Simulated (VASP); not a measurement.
# LiF (P6_3/mmc) in VASP: settings compared

LiF is run at these levels: PBE, PBE0; tasks: single point, relaxation of cell and atoms.

Program: VASP 6.6.1. These are calculated values, not measurements. Logs are shortened: lines on timing, memory, paths and dates and some standing lists are left out, and cuts for length are marked.

## 1. The cell of the first run

The structure is hexagonal, space group P6_3/mmc (No. 194). Conventional cell: a = 3.329 Å, b = 3.329 Å, c = 4.096 Å, α = 90.00°, β = 90.00°, γ = 120.00°. Li (site symmetry -6m2) has 5 F at 1.92 to 2.05 Å within 2.5 Å. F (site symmetry -6m2) has 5 Li at 1.92 to 2.05 Å within 2.5 Å.

## 2. Single point, PBE

INCAR

```
SYSTEM = LiF
ALGO     = Normal         ! electronic algorithm
EDIFF    = 1E-6           ! SCF threshold, eV
ENCUT    = 520            ! plane-wave cutoff, eV
GGA      = PE             ! functional
ISIF     = 2              ! what is computed and relaxed
ISMEAR   = -1             ! smearing method
LASPH    = .TRUE.         ! aspherical terms in the spheres
LCHARG   = .FALSE.        ! write CHGCAR
LREAL    = .FALSE.        ! projectors in reciprocal space
LWAVE    = .FALSE.        ! write WAVECAR
NBANDS   = 18             ! bands
NELM     = 100            ! most SCF steps
PREC     = Accurate       ! precision mode
SIGMA    = 0.02           ! smearing width, eV
```

KPOINTS

```
k-points
0
G
  12 12 6
  0 0 0
```

POSCAR

```
LiF
1.0
    3.3292640346      0.0000000000      0.0000000000
   -1.6646320173      2.8832272299      0.0000000000
    0.0000000000      0.0000000000      4.0957566023
Li F
2 2
Direct
    0.3333333333      0.6666666667      0.2500000000
    0.6666666667      0.3333333333      0.7500000000
    0.6666666667      0.3333333333      0.2500000000
    0.3333333333      0.6666666667      0.7500000000
```

Potentials or basis: VASP PAW PBE potentials, release 64 (Li_sv, F).

On the command line:

```console
cat potpaw_PBE.64/Li_sv/POTCAR potpaw_PBE.64/F/POTCAR > POTCAR
mpirun -np 1 vasp_std > vasp.out
```

OUTCAR:

```text
SYSTEM = LiF
   EDIFF = 1E-6
   ENCUT = 520
   GGA = PE
   ISIF = 2
   ISMEAR = -1
   LASPH = .TRUE.
   LREAL = .FALSE.
   NELM = 100
   PREC = Accurate

 ion  position               nearest neighbor table
   1  0.333  0.667  0.250-   3 1.92   3 1.92   3 1.92   4 2.05   4 2.05
   2  0.667  0.333  0.750-   4 1.92   4 1.92   4 1.92   3 2.05   3 2.05
   3  0.667  0.333  0.250-   1 1.92   1 1.92   1 1.92   2 2.05   2 2.05
   4  0.333  0.667  0.750-   2 1.92   2 1.92   2 1.92   1 2.05   1 2.05

  LATTYP: Found a hexagonal cell.
 ALAT       =     3.3292640346
 C/A-ratio  =     1.2302288313

  Lattice vectors:

 A1 = (   3.3292640346,   0.0000000000,   0.0000000000)
 A2 = (  -1.6646320173,   2.8832272299,   0.0000000000)
 A3 = (   0.0000000000,   0.0000000000,   4.0957566023)

Analysis of symmetry for initial positions (statically):
=====================================================================
 Subroutine PRICEL returns:
 Original cell was already a primitive cell.

 Routine SETGRP: Setting up the symmetry group for a
 hexagonal supercell.

 Subroutine GETGRP returns: Found 24 space group operations
 (whereof 12 operations were pure point group operations)
 out of a pool of 24 trial point group operations.

The static configuration has the point symmetry D_3d.
 The point group associated with its full space group is D_6h.

Analysis of symmetry for dynamics (positions and initial velocities):
=====================================================================
 Subroutine PRICEL returns:
 Original cell was already a primitive cell.

 Routine SETGRP: Setting up the symmetry group for a
 hexagonal supercell.

 Subroutine GETGRP returns: Found 24 space group operations
 (whereof 12 operations were pure point group operations)
 out of a pool of 24 trial point group operations.

The dynamic configuration has the point symmetry D_3d.
 The point group associated with its full space group is D_6h.

 Subroutine INISYM returns: Found 24 space group operations
 (whereof 12 operations are pure point group operations),
 and found     1 'primitive' translations

----------------------------------------------------------------------------------------

                                     Primitive cell

  volume of cell :      39.3153

  direct lattice vectors                    reciprocal lattice vectors
     3.329264035  0.000000000  0.000000000     0.300366685  0.173416786  0.000000000
    -1.664632017  2.883227230  0.000000000     0.000000000  0.346833572  0.000000000
     0.000000000  0.000000000  4.095756602     0.000000000  0.000000000  0.244155133

  length of vectors
     3.329264035  3.329264035  4.095756602     0.346833572  0.346833572  0.244155133

  position of ions in fractional coordinates (direct lattice)
     0.333333333  0.666666667  0.250000000
     0.666666667  0.333333333  0.750000000
     0.666666667  0.333333333  0.250000000
     0.333333333  0.666666667  0.750000000

  ion indices of the primitive-cell ions
   primitive index   ion index
                 1           1
                 2           2
                 3           3
                 4           4

----------------------------------------------------------------------------------------

 KPOINTS: k-points

Automatic generation of k-mesh.
 Grid dimensions read from file:
 generate k-points for:   12   12    6

 Generating k-lattice:

  Cartesian coordinates                     Fractional coordinates (reciprocal lattice)
     0.025030557  0.014451399  0.000000000     0.083333333  0.000000000  0.000000000
     0.000000000  0.028902798  0.000000000     0.000000000  0.083333333  0.000000000
     0.000000000  0.000000000  0.040692522     0.000000000  0.000000000  0.166666667

  Length of vectors
     0.028902798  0.028902798  0.040692522

  Shift w.r.t. Gamma in fractional coordinates (k-lattice)
     0.000000000  0.000000000  0.000000000

 Subroutine IBZKPT returns following result:
 ===========================================

 Found     76 irreducible k-points:

 Following reciprocal coordinates:
            Coordinates               Weight
  0.000000  0.000000  0.000000      1.000000
  0.083333 -0.000000  0.000000      6.000000
  0.166667  0.000000  0.000000      6.000000
  0.250000  0.000000  0.000000      6.000000
  0.333333 -0.000000  0.000000      6.000000
  0.416667 -0.000000  0.000000      6.000000
[... 16 lines left out ...]
  0.250000  0.000000  0.166667     12.000000
  0.333333 -0.000000  0.166667     12.000000
 [... further k-points ...]
   k-points           NKPTS =     76   k-points in BZ     NKDIM =     76   number of bands    NBANDS=     18
   number of dos      NEDOS =    301   number of ions     NIONS =      4
   total plane-waves  NPLWV =  23520
   dimension x,y,z NGX =    28 NGY =   28 NGZ =   30
   dimension x,y,z NGXF=    56 NGYF=   56 NGZF=   60
   ions per type =               2   2
   NGX,Y,Z   is equivalent  to a cutoff of  13.98, 13.98, 12.18 a.u.
   NGXF,Y,Z  is equivalent  to a cutoff of  27.96, 27.96, 24.35 a.u.
 SYSTEM =  LiF
   PREC   = accura    normal or accurate (medium, high low for compatibility)
   ISTART =      0    job   : 0-new  1-cont  2-samecut
   ICHARG =      2    charge: 1-file 2-atom 10-const
   ISPIN  =      1    spin polarized calculation?
   LNONCOLLINEAR =      F non collinear calculations
   LSORBIT =      F    spin-orbit coupling
   LASPH  =      T    aspherical Exc in radial PAW
   ENCUT  =  520.0 eV  38.22 Ry    6.18 a.u.   6.19  6.19  7.62*2*pi/ulx,y,z
   NELM   =    100;   NELMIN=  2; NELMDL= -5     # of ELM steps
   EDIFF  = 0.1E-05   stopping-criterion for ELM
   LREAL  =      F    real-space projection
   EDIFFG = 0.1E-04   stopping-criterion for IOM
   NSW    =      0    number of steps for IOM
   IBRION =     -1    ionic relax: 0-MD 1-quasi-New 2-CG
   NFREE  =      0    steps in history (QN), initial steepest desc. (CG)
   ISIF   =      2    stress and relaxation
   ISYM   =      2    0-nonsym 1-usesym 2-fastsym
   POTIM  = 0.5000    time-step for ionic-motion
   TEBEG  =    0.0;   TEEND  =   0.0 temperature during run
   PSTRESS=    0.0 pullay stress
   NELECT =      20.0000    total number of electrons
   NUPDOWN=      -1.0000    fix difference up-down
   EMIN   =  10.00;   EMAX   =-10.00  energy-range for DOS
   EFERMI =   0.00;   METHOD = LEGACY
   ISMEAR =    -1;   SIGMA  =   0.02  broadening in eV -4-tet -1-fermi 0-gaus
   EFERMI_NEDOS =   21; number of points for ismear=-14 and -15
   IALGO  =     38    algorithm
   IMIX   =      4    mixing-type and parameters
     AMIX     =   0.40;   BMIX     =  1.00
     AMIX_MAG =   1.60;   BMIX_MAG =  1.00
  volume/ion in A,a.u.               =       9.83        66.33
  Fermi-wavevector in a.u.,A,eV,Ry     =   1.306866  2.469619 23.237375  1.707899
  Thomas-Fermi vector in A             =   2.437639
   LORBIT       =      0    0 simple, 1 ext, 2 COOP (PROOUT), +10 PAW based schemes
   GGA     = PE    functional components
   LHFCALC =     F    Hartree Fock is set to
   AEXX    =    0.0000 exact exchange contribution
   IVDW    =     0    specifies the selected vdW correction
   LEPSILON=     F    determine dielectric tensor
   LRPA    =     F    only Hartree local field effects (RPA)
 non-spin polarized calculation
  energy-cutoff  :      520.00
  volume of cell :       39.32
 maximum number of plane-waves:      1074
 NGX is ok and might be reduce to    28
   NGX = 13   NGY = 13   NGZ = 15

 number of electron      20.0000013 magnetization

 Free energy of the ion-electron system (eV)
  ---------------------------------------------------
  ext. energy  EPLUGINS =         0.00000000
  ---------------------------------------------------
  free energy    TOTEN  =       -19.28446734 eV

  energy without entropy =      -19.28446734  energy(sigma->0) =      -19.28446734

 E-fermi :  -1.6168     XC(G=0):  -8.9017

 val. band max:       -2.0463753597   @ k =   0.0000   0.0000   0.0000
 cond. band min:       5.4850602519   @ k =   0.0000   0.0000   0.0000
 fundamental gap:      7.5314356116
 Fermi energy:        -1.6168047384

 k-point     1 :       0.0000    0.0000    0.0000
  band No.  band energies     occupation
      1     -43.0101      2.00000
      2     -42.9457      2.00000
      3     -21.8443      2.00000
      4     -21.2563      2.00000
      5      -4.7409      2.00000
      6      -3.2282      2.00000
[... 10 lines left out ...]
     17      15.7301      0.00000
     18      21.3193      0.00000

 k-point     2 :       0.0833   -0.0000    0.0000
  band No.  band energies     occupation
      1     -43.0085      2.00000
      2     -42.9460      2.00000
      3     -21.8352      2.00000
      4     -21.2648      2.00000
      5      -4.6941      2.00000
      6      -3.2717      2.00000
[... 10 lines left out ...]
     17      15.9214      0.00000
     18      20.0972      0.00000

 k-point     3 :       0.1667    0.0000    0.0000
  band No.  band energies     occupation
      1     -43.0037      2.00000
      2     -42.9469      2.00000
      3     -21.8075      2.00000
      4     -21.2899      2.00000
      5      -4.5584      2.00000
      6      -3.4010      2.00000
[... 10 lines left out ...]
     17      16.4322      0.00000
     18      18.4594      0.00000

 k-point     4 :       0.2500    0.0000    0.0000
  band No.  band energies     occupation
      1     -42.9966      2.00000
      2     -42.9487      2.00000
      3     -21.7645      2.00000
      4     -21.3289      2.00000
      5      -4.3486      2.00000
      6      -3.6198      2.00000
[... 375 lines left out ...]
      4     -21.3325      2.00000
      5      -4.4139      2.00000
      6      -3.3229      2.00000
[... 10 lines left out ...]
     17      16.0770      0.00000
     18      18.0967      0.00000

 k-point    23 :       0.2500    0.0000    0.1667
  band No.  band energies     occupation
      1     -42.9932      2.00000
      2     -42.9517      2.00000
      3     -21.7421      2.00000
      4     -21.3656      2.00000
      5      -4.2819      2.00000
      6      -3.4986      2.00000
[... 10 lines left out ...]
     17      16.5328      0.00000
     18      17.0253      0.00000

 k-point    24 :       0.3333   -0.0000    0.1667
  band No.  band energies     occupation
      1     -42.9858      2.00000
      2     -42.9538      2.00000
      3     -21.6956      2.00000
      4     -21.4067      2.00000
      5      -4.1926      2.00000
      6      -3.6214      2.00000
[... 10 lines left out ...]
     17      16.8174      0.00000
     18      16.9663      0.00000

 [... further k-points ...]
[... 5 lines left out ...]
  --------------------------------------------------------------------------------------
  -------------------------------------------------------------------------------------
  Total       -0.0567316     -0.0567316     -0.1074324      0.0000000      0.0000000      0.0000000
  in kB       -2.3119284     -2.3119284     -4.3780879      0.0000000      0.0000000      0.0000000
  external PRESSURE =      -3.0006482 kB  Pullay stress =       0.0000000 kB

 VOLUME and BASIS-vectors are now :
 -----------------------------------------------------------------------------
  energy-cutoff  :      520.00
  volume of cell :       39.32
      direct lattice vectors                 reciprocal lattice vectors
     3.329264035  0.000000000  0.000000000     0.300366685  0.173416786  0.000000000
    -1.664632017  2.883227230  0.000000000     0.000000000  0.346833572  0.000000000
     0.000000000  0.000000000  4.095756602     0.000000000  0.000000000  0.244155133

 POSITION                                       TOTAL-FORCE (eV/Angst)
 -----------------------------------------------------------------------------------
     -0.00000      1.92215      1.02394         0.000000      0.000000      0.000000
      1.66463      0.96108      3.07182        -0.000000      0.000000      0.000000
      1.66463      0.96108      1.02394        -0.000000      0.000000      0.000000
     -0.00000      1.92215      3.07182         0.000000      0.000000      0.000000
 -----------------------------------------------------------------------------------
    total drift:                                0.000000     -0.000000      0.000000

  FREE ENERGIE OF THE ION-ELECTRON SYSTEM (eV)
  ---------------------------------------------------
  free  energy   TOTEN  =       -19.2844673373 eV

  energy  without entropy=      -19.2844673373  energy(sigma->0) =      -19.28446734
```

It took 29 s on 1 thread of AMD EPYC 9R14 (Zen 4), shared host; peak memory 0.15 GiB.

What came out:

```
Free energy            : -19.2845 eV
Band gap on the k mesh : 7.53 eV, direct
```

Caveat: the cutoff is under 1.25 times the usual one of these potentials, so pressure, stress and relaxed cells hold a basis-set (Pulay) error. As with any semilocal functional, this PBE gap is likely too small.

## 3. Relaxation of cell and atoms, PBE

This run uses another cell than the first one, of 5.53 Å³/atom, 0.563 times its volume.

INCAR

```
SYSTEM = LiF
PREC = Accurate
ENCUT = 600
EDIFF = 1E-6
ISMEAR = -1
SIGMA = 0.02
LREAL = .FALSE.
LASPH = .TRUE.
NELM = 100
ALGO = Normal
ISIF = 3
LWAVE = .FALSE.
LCHARG = .FALSE.
GGA = PE
IBRION = 2
NSW = 80
EDIFFG = -0.005
```

KPOINTS

```
Automatic mesh
0
G
  12 12 6
  0 0 0
```

POSCAR

```
LiF
1.0
    2.7341772997      0.0000000000      0.0000000000
   -1.3670886499      2.3678670000      0.0000000000
    0.0000000000      0.0000000000      3.4175400000
Li F
2 2
Direct
    0.3333333333      0.6666666667      0.2500000000
    0.6666666667      0.3333333333      0.7500000000
    0.6666666667      0.3333333333      0.2500000000
    0.3333333333      0.6666666667      0.7500000000
```

Potentials or basis: VASP PAW PBE potentials, release 64 (Li_sv, F).

On the command line:

```console
cat potpaw_PBE.64/Li_sv/POTCAR potpaw_PBE.64/F/POTCAR > POTCAR
mpirun -np 1 vasp_std > vasp.out
```

OUTCAR:

```text
SYSTEM = LiF
   PREC = Accurate
   ENCUT = 600
   EDIFF = 1E-6
   ISMEAR = -1
   LREAL = .FALSE.
   LASPH = .TRUE.
   NELM = 100
   ISIF = 3
   GGA = PE
   IBRION = 2
   NSW = 80
   EDIFFG = -0.005

 ion  position               nearest neighbor table
   1  0.333  0.667  0.250-   3 1.58   3 1.58   3 1.58   4 1.71   4 1.71   2 2.33   2 2.33   2 2.33
                             2 2.33   2 2.33   2 2.33
   2  0.667  0.333  0.750-   4 1.58   4 1.58   4 1.58   3 1.71   3 1.71   1 2.33   1 2.33   1 2.33
                             1 2.33   1 2.33   1 2.33
   3  0.667  0.333  0.250-   1 1.58   1 1.58   1 1.58   2 1.71   2 1.71
   4  0.333  0.667  0.750-   2 1.58   2 1.58   2 1.58   1 1.71   1 1.71

  LATTYP: Found a hexagonal cell.
 ALAT       =     2.7341772997
 C/A-ratio  =     1.2499335725

  Lattice vectors:

 A1 = (   2.7341772997,   0.0000000000,   0.0000000000)
 A2 = (  -1.3670886499,   2.3678670000,   0.0000000000)
 A3 = (   0.0000000000,   0.0000000000,   3.4175400000)

Analysis of symmetry for initial positions (statically):
=====================================================================
 Subroutine PRICEL returns:
 Original cell was already a primitive cell.

 Routine SETGRP: Setting up the symmetry group for a
 hexagonal supercell.

 Subroutine GETGRP returns: Found 24 space group operations
 (whereof 12 operations were pure point group operations)
 out of a pool of 24 trial point group operations.

The static configuration has the point symmetry D_3d.
 The point group associated with its full space group is D_6h.
[... 164 lines left out ...]
  ---------------------------------------------------
  free energy    TOTEN  =       -15.72387847 eV

  energy without entropy =      -15.72387847  energy(sigma->0) =      -15.72387847

 E-fermi :   2.7822     XC(G=0): -11.7738

 val. band max:        2.3370817450   @ k =   0.0000   0.0000   0.0000
 cond. band min:      13.4859751054   @ k =   0.0000   0.0000   0.0000
 fundamental gap:     11.1488933605
 Fermi energy:         2.7821986305

 k-point     1 :       0.0000    0.0000    0.0000
  band No.  band energies     occupation
      1     -38.5600      2.00000
      2     -37.9753      2.00000
      3     -19.1414      2.00000
      4     -17.6501      2.00000
      5      -3.6307      2.00000
      6      -0.2162      2.00000
      7      -0.2162      2.00000
      8       1.2821      2.00000
      9       1.2821      2.00000
     10       2.3371      2.00000
     11      13.4860      0.00000
     12      21.9593      0.00000
     13      22.2611      0.00000
     14      22.2611      0.00000
[... 580 lines left out ...]
--------------------------------------- Ionic step        6  -------------------------------------------

 number of electron      20.0000018 magnetization

 Free energy of the ion-electron system (eV)
  ---------------------------------------------------
  ext. energy  EPLUGINS =         0.00000000
  ---------------------------------------------------
  free energy    TOTEN  =       -19.07448550 eV

  energy without entropy =      -19.07448550  energy(sigma->0) =      -19.07448550

 E-fermi :  -1.0854     XC(G=0):  -9.2736

 val. band max:       -1.6052800062   @ k =   0.0000   0.0000   0.0000
 cond. band min:       6.4142705829   @ k =   0.0000   0.0000   0.0000
 fundamental gap:      8.0195505891
 Fermi energy:        -1.0854068320

 k-point     1 :       0.0000    0.0000    0.0000
  band No.  band energies     occupation
      1     -42.4181      2.00000
      2     -42.3288      2.00000
      3     -21.5938      2.00000
      4     -20.9055      2.00000
      5      -4.6377      2.00000
      6      -2.9285      2.00000
      7      -2.9285      2.00000
      8      -2.1309      2.00000
      9      -2.1309      2.00000
     10      -1.6053      2.00000
     11       6.4143      0.00000
     12      13.2750      0.00000
     13      15.3284      0.00000
     14      15.3285      0.00000
[... 422 lines left out ...]
  FREE ENERGIE OF THE ION-ELECTRON SYSTEM (eV)
  ---------------------------------------------------
  free  energy   TOTEN  =       -19.0744854965 eV

  energy  without entropy=      -19.0744854965  energy(sigma->0) =      -19.07448550

 reached required accuracy - stopping structural energy minimisation
```

Run time: 53 s. Hardware: 1 thread of AMD EPYC 9R14 (Zen 4), shared host; peak memory 0.12 GiB.

What came out:

```yaml
Free_energy: -19.0745 eV
Relaxed_volume: 9.05 Å³/atom
Relaxed_cell: a = 3.234 Å, b = 3.234 Å, c = 3.997 Å, α = 90.00°, β = 90.00°, γ = 120.00°
Space_group_after_relaxing_to_0.05_Å: P6_3/mmc (No. 194)
Energy_gained_by_relaxing: 837.7 meV/atom
Ionic_steps: 6
Pressure_after_relaxing: -0.1 GPa
Band_gap_on_the_k_mesh: 8.02 eV, direct
```

The path:
```tsv
step	energy change (eV)	largest force (eV/Å)	pressure (GPa)	volume (Å³)
1	0.0000	0.0000	108.01	22.13
2	-3.3502	0.0000	-0.44	36.34
3	-3.3504	0.0000	0.21	36.13
4	-3.3505	0.0000	0.20	36.13
5	-3.3506	0.0000	0.20	36.14
6	-3.3506	0.0000	-0.06	36.21
```

Final structure:
```xyz
4
Lattice="3.2343 0.0000 0.0000 -1.6171 2.8009 0.0000 0.0000 0.0000 3.9974" Properties=species:S:1:pos:R:3 pbc="T T T"
Li    0.0000    1.8673    0.9993
Li    1.6171    0.9336    2.9980
F     1.6171    0.9336    0.9993
F     0.0000    1.8673    2.9980
```

Caveat: the cutoff is under 1.25 times the usual one of these potentials, so pressure, stress and relaxed cells hold a basis-set (Pulay) error; the volume moved by over 15 % at a fixed basis, so the end points are rough.

(Continued in part 2 of 2.)
